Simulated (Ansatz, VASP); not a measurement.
# BP: VASP beside Ansatz

```
B P
1.0
     0.00000    2.29691    2.26440
     2.29691    0.00000    2.26440
     2.29691    2.29691    0.00000
B P
1 1
Cartesian
  0.0000 0.0000 0.0000
  1.1485 1.1485 1.1322
```

Change from the starting cell: strained cell.

Alike in both runs: functional PBE; k mesh 8 × 8 × 8; occupations gaussian, width 0.02 eV; no spin polarisation.

Ansatz relaxed the structure, and its values are those at the end. VASP's run is a single point on that final structure, the one shown.

|  | VASP | Ansatz |
| --- | --- | --- |
| version | VASP 6.6.1 | Ansatz 0.2.0 |
| potentials or method | VASP PAW PBE potentials, release 64 (B, P), cutoff 500 eV | scalar-relativistic, plane waves, PAW |
| valence electrons in the cell | 8 | 8 |

VASP gave:

```
gap on the k mesh at the Fermi level (eV) : 1.09
least direct gap on the mesh (eV)         : 3.22
pressure (GPa)                            : -2.6
```

**Question.** Estimate Ansatz's values.

**Answer.** gap on the k mesh at the Fermi level (eV): 1.09; least direct gap on the mesh (eV): 3.23; pressure (GPa): -2.4.

The functional is the same, so the differences come from potentials, cutoffs and numerics. Ansatz's warnings: stress scf threshold loose.
